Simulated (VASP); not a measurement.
# BAs (I-4m2) in VASP: single point with PBE

Aim: the single point of BAs with PBE.

Program: VASP 6.6.1. These are calculated values, not measurements. Logs are shortened: lines on timing, memory, paths and dates and some standing lists are left out, and cuts for length are marked.

## (1) The cell of the first run

Symmetry: I-4m2, No. 119, tetragonal system. The conventional cell has a = 3.245 Å, b = 3.245 Å, c = 4.873 Å, α = 90.00°, β = 90.00°, γ = 90.00°. B (site symmetry -4m2) has 4 As at 2.03 Å within 2.7 Å. Within 2.7 Å of As (site symmetry -4m2) lie 4 B at 2.03 Å.

## (2) Single point, PBE (epitaxial xy strain -4.1%)

The input, INCAR:

```
SYSTEM = BAs
ALGO = Normal
EDIFF = 1E-6
ENCUT = 560
GGA = PE
GGA_COMPAT = .FALSE.
ISIF = 2
ISMEAR = -1
LASPH = .TRUE.
LCHARG = .FALSE.
LREAL = .FALSE.
LWAVE = .FALSE.
NBANDS = 16
NELM = 120
PREC = Accurate
SIGMA = 0.02
```

The input, KPOINTS:

```
k-points
0
G
  10 10 10
  0 0 0
```

The input, POSCAR:

```
BAs
1.0
    0.0000000000      2.2945185923      2.4367486877
    2.2945185923      0.0000000000      2.4367486877
    2.2945185923      2.2945185923      0.0000000000
B As
1 1
Direct
    0.0000000000      0.0000000000      0.0000000000
    0.2500000000      0.2500000000      0.2500000000
```

Potentials or basis: VASP PAW PBE potentials, release 64 (B, As_d).

On the command line:

```bash
> cat potpaw_PBE.64/B/POTCAR potpaw_PBE.64/As_d/POTCAR > POTCAR
> mpirun -np 1 vasp_std > vasp.out
```

OUTCAR:

```text
SYSTEM = BAs
   EDIFF = 1E-6
   ENCUT = 560
   GGA = PE
   ISIF = 2
   ISMEAR = -1
   LASPH = .TRUE.
   LREAL = .FALSE.
   NELM = 120
   PREC = Accurate

 ion  position               nearest neighbor table
   1  0.000  0.000  0.000-   2 2.03   2 2.03   2 2.03   2 2.03
   2  0.250  0.250  0.250-   1 2.03   1 2.03   1 2.03   1 2.03

  LATTYP: Found a body centered tetragonal cell.
 ALAT       =     3.2449393123
 C/A-ratio  =     1.5018762776

  Lattice vectors:

 A1 = (  -2.2945185923,   0.0000000000,   2.4367486877)
 A2 = (   2.2945185923,   0.0000000000,   2.4367486877)
 A3 = (   0.0000000000,   2.2945185923,  -2.4367486877)

Analysis of symmetry for initial positions (statically):
=====================================================================
 Subroutine PRICEL returns:
 Original cell was already a primitive cell.

 Routine SETGRP: Setting up the symmetry group for a
 body centered tetragonal supercell.

 Subroutine GETGRP returns: Found  8 space group operations
 (whereof  8 operations were pure point group operations)
 out of a pool of 16 trial point group operations.

The static configuration has the point symmetry D_2d.

Analysis of symmetry for dynamics (positions and initial velocities):
=====================================================================
 Subroutine PRICEL returns:
 Original cell was already a primitive cell.

 Routine SETGRP: Setting up the symmetry group for a
 body centered tetragonal supercell.

 Subroutine GETGRP returns: Found  8 space group operations
 (whereof  8 operations were pure point group operations)
 out of a pool of 16 trial point group operations.

The dynamic configuration has the point symmetry D_2d.

 Subroutine INISYM returns: Found  8 space group operations
 (whereof  8 operations are pure point group operations),
 and found     1 'primitive' translations

----------------------------------------------------------------------------------------

                                     Primitive cell

  volume of cell :      25.6581

  direct lattice vectors                    reciprocal lattice vectors
     0.000000000  2.294518592  2.436748688    -0.217910633  0.217910633  0.205191451
     2.294518592  0.000000000  2.436748688     0.217910633 -0.217910633  0.205191451
     2.294518592  2.294518592  0.000000000     0.217910633  0.217910633 -0.205191451

  length of vectors
     3.347022518  3.347022518  3.244939312     0.370234547  0.370234547  0.370234547

  position of ions in fractional coordinates (direct lattice)
     0.000000000  0.000000000  0.000000000
     0.250000000  0.250000000  0.250000000

  ion indices of the primitive-cell ions
   primitive index   ion index
                 1           1
                 2           2

----------------------------------------------------------------------------------------

 KPOINTS: k-points

Automatic generation of k-mesh.
 Grid dimensions read from file:
 generate k-points for:   10   10   10

 Generating k-lattice:

  Cartesian coordinates                     Fractional coordinates (reciprocal lattice)
    -0.021791063  0.021791063  0.020519145     0.100000000  0.000000000  0.000000000
     0.021791063 -0.021791063  0.020519145     0.000000000  0.100000000  0.000000000
     0.021791063  0.021791063 -0.020519145    -0.000000000 -0.000000000  0.100000000

  Length of vectors
     0.037023455  0.037023455  0.037023455

  Shift w.r.t. Gamma in fractional coordinates (k-lattice)
     0.000000000  0.000000000  0.000000000

 Subroutine IBZKPT returns following result:
 ===========================================

 Found    102 irreducible k-points:

 Following reciprocal coordinates:
            Coordinates               Weight
  0.000000  0.000000  0.000000      1.000000
  0.100000 -0.000000  0.000000      8.000000
  0.200000 -0.000000  0.000000      8.000000
  0.300000 -0.000000  0.000000      8.000000
  0.400000  0.000000  0.000000      8.000000
  0.500000 -0.000000  0.000000      4.000000
[... 16 lines left out ...]
  0.300000  0.300000  0.000000      2.000000
  0.400000  0.300000  0.000000      8.000000
 [... further k-points ...]
   k-points           NKPTS =    102   k-points in BZ     NKDIM =    102   number of bands    NBANDS=     16
   number of dos      NEDOS =    301   number of ions     NIONS =      2
   total plane-waves  NPLWV =  21952
   dimension x,y,z NGX =    28 NGY =   28 NGZ =   28
   dimension x,y,z NGXF=    56 NGYF=   56 NGZF=   56
   ions per type =               1   1
   NGX,Y,Z   is equivalent  to a cutoff of  13.91, 13.91, 14.35 a.u.
   NGXF,Y,Z  is equivalent  to a cutoff of  27.82, 27.82, 28.69 a.u.
 SYSTEM =  BAs
   PREC   = accura    normal or accurate (medium, high low for compatibility)
   ISTART =      0    job   : 0-new  1-cont  2-samecut
   ICHARG =      2    charge: 1-file 2-atom 10-const
   ISPIN  =      1    spin polarized calculation?
   LNONCOLLINEAR =      F non collinear calculations
   LSORBIT =      F    spin-orbit coupling
   LASPH  =      T    aspherical Exc in radial PAW
   ENCUT  =  560.0 eV  41.16 Ry    6.42 a.u.   6.46  6.46  6.26*2*pi/ulx,y,z
   NELM   =    120;   NELMIN=  2; NELMDL= -5     # of ELM steps
   EDIFF  = 0.1E-05   stopping-criterion for ELM
   LREAL  =      F    real-space projection
   EDIFFG = 0.1E-04   stopping-criterion for IOM
   NSW    =      0    number of steps for IOM
   IBRION =     -1    ionic relax: 0-MD 1-quasi-New 2-CG
   NFREE  =      0    steps in history (QN), initial steepest desc. (CG)
   ISIF   =      2    stress and relaxation
   ISYM   =      2    0-nonsym 1-usesym 2-fastsym
   POTIM  = 0.5000    time-step for ionic-motion
   TEBEG  =    0.0;   TEEND  =   0.0 temperature during run
   PSTRESS=    0.0 pullay stress
   NELECT =      18.0000    total number of electrons
   NUPDOWN=      -1.0000    fix difference up-down
   EMIN   =  10.00;   EMAX   =-10.00  energy-range for DOS
   EFERMI =   0.00;   METHOD = LEGACY
   ISMEAR =    -1;   SIGMA  =   0.02  broadening in eV -4-tet -1-fermi 0-gaus
   EFERMI_NEDOS =   21; number of points for ismear=-14 and -15
   IALGO  =     38    algorithm
   IMIX   =      4    mixing-type and parameters
     AMIX     =   0.40;   BMIX     =  1.00
     AMIX_MAG =   1.60;   BMIX_MAG =  1.00
  volume/ion in A,a.u.               =      12.83        86.57
  Fermi-wavevector in a.u.,A,eV,Ry     =   1.454647  2.748885 28.789910  2.115999
  Thomas-Fermi vector in A             =   2.571774
   LORBIT       =      0    0 simple, 1 ext, 2 COOP (PROOUT), +10 PAW based schemes
   GGA     = PE    functional components
   LHFCALC =     F    Hartree Fock is set to
   AEXX    =    0.0000 exact exchange contribution
   IVDW    =     0    specifies the selected vdW correction
   LEPSILON=     F    determine dielectric tensor
   LRPA    =     F    only Hartree local field effects (RPA)
 non-spin polarized calculation
  energy-cutoff  :      560.00
  volume of cell :       25.66
 maximum number of plane-waves:       791
 NGX is ok and might be reduce to    28
   NGX = 13   NGY = 13   NGZ = 13

 number of electron      17.9999996 magnetization

 Free energy of the ion-electron system (eV)
  ---------------------------------------------------
  ext. energy  EPLUGINS =         0.00000000
  ---------------------------------------------------
  free energy    TOTEN  =       -11.32323706 eV

  energy without entropy =      -11.32323706  energy(sigma->0) =      -11.32323706

 E-fermi :   5.9350     XC(G=0): -11.4360

 val. band max:        5.6174862644   @ k =   0.0000   0.0000   0.0000
 cond. band min:       6.2679029506   @ k =   0.4000   0.0000   0.4000
 fundamental gap:      0.6504166863
 Fermi energy:         5.9350256712

 k-point     1 :       0.0000    0.0000    0.0000
  band No.  band energies     occupation
      1     -30.4662      2.00000
      2     -30.4549      2.00000
      3     -30.4549      2.00000
      4     -30.4332      2.00000
      5     -30.4261      2.00000
      6     -10.5615      2.00000
[... 8 lines left out ...]
     15      17.7974      0.00000
     16      18.8276      0.00000

 k-point     2 :       0.1000   -0.0000    0.0000
  band No.  band energies     occupation
      1     -30.4651      2.00000
      2     -30.4546      2.00000
      3     -30.4540      2.00000
      4     -30.4333      2.00000
      5     -30.4259      2.00000
      6     -10.3878      2.00000
[... 8 lines left out ...]
     15      16.8040      0.00000
     16      18.3090      0.00000

 k-point     3 :       0.2000   -0.0000    0.0000
  band No.  band energies     occupation
      1     -30.4625      2.00000
      2     -30.4536      2.00000
      3     -30.4519      2.00000
      4     -30.4334      2.00000
      5     -30.4251      2.00000
      6      -9.8742      2.00000
[... 8 lines left out ...]
     15      17.2668      0.00000
     16      17.2835      0.00000

 k-point     4 :       0.3000   -0.0000    0.0000
  band No.  band energies     occupation
      1     -30.4596      2.00000
      2     -30.4527      2.00000
      3     -30.4499      2.00000
      4     -30.4330      2.00000
      5     -30.4236      2.00000
      6      -9.0548      2.00000
[... 8 lines left out ...]
     15      17.4400      0.00000
     16      17.8364      0.00000
[... 324 lines left out ...]
 k-point    22 :      -0.2000    0.2000    0.0000
  band No.  band energies     occupation
      1     -30.4568      2.00000
      2     -30.4532      2.00000
      3     -30.4483      2.00000
      4     -30.4352      2.00000
      5     -30.4223      2.00000
      6      -8.7162      2.00000
[... 8 lines left out ...]
     15      18.4798      0.00000
     16      20.1756      0.00000

 k-point    23 :       0.3000    0.3000    0.0000
  band No.  band energies     occupation
      1     -30.4695      2.00000
      2     -30.4430      2.00000
      3     -30.4430      2.00000
      4     -30.4297      2.00000
      5     -30.4294      2.00000
      6      -8.6839      2.00000
[... 8 lines left out ...]
     15      20.7738      0.00000
     16      21.9140      0.00000

 k-point    24 :       0.4000    0.3000    0.0000
  band No.  band energies     occupation
      1     -30.4688      2.00000
      2     -30.4414      2.00000
      3     -30.4410      2.00000
      4     -30.4298      2.00000
      5     -30.4288      2.00000
      6      -7.9478      2.00000
[... 8 lines left out ...]
     15      21.6829      0.00000
     16      22.3607      0.00000

 [... further k-points ...]
[... 5 lines left out ...]
  --------------------------------------------------------------------------------------
  -------------------------------------------------------------------------------------
  Total        2.7136718      2.7136718      0.4106093      0.0000000      0.0000000      0.0000000
  in kB      169.4509512    169.4509512     25.6398491      0.0000000      0.0000000      0.0000000
  external PRESSURE =     121.5139172 kB  Pullay stress =       0.0000000 kB

 VOLUME and BASIS-vectors are now :
 -----------------------------------------------------------------------------
  energy-cutoff  :      560.00
  volume of cell :       25.66
      direct lattice vectors                 reciprocal lattice vectors
     0.000000000  2.294518592  2.436748688    -0.217910633  0.217910633  0.205191451
     2.294518592  0.000000000  2.436748688     0.217910633 -0.217910633  0.205191451
     2.294518592  2.294518592  0.000000000     0.217910633  0.217910633 -0.205191451

 POSITION                                       TOTAL-FORCE (eV/Angst)
 -----------------------------------------------------------------------------------
      0.00000      0.00000      0.00000         0.000000      0.000000      0.000000
      1.14726      1.14726      1.21837        -0.000000     -0.000000      0.000000
 -----------------------------------------------------------------------------------
    total drift:                                0.000000      0.000000      0.000000

  FREE ENERGIE OF THE ION-ELECTRON SYSTEM (eV)
  ---------------------------------------------------
  free  energy   TOTEN  =       -11.3232370613 eV

  energy  without entropy=      -11.3232370609  energy(sigma->0) =      -11.32323706
```

It took 47 s on 1 thread of AMD EPYC 7R13 (Zen 3), shared host; peak memory 0.15 GiB.

What came out:

| Property | Result |
| --- | --- |
| Free energy | -11.3232 eV |
| Pressure | 12.2 GPa |
| Band gap on the k mesh | 0.65 eV (least direct gap 3.04 eV) |

Caveat: the cell differs from its parent crystal (epitaxial xy strain -4.1%); the stress differs along the axes, from 3 to 17 GPa; semilocal functionals underestimate gaps, and a narrow one can read as zero. A k mesh can miss the band edges.
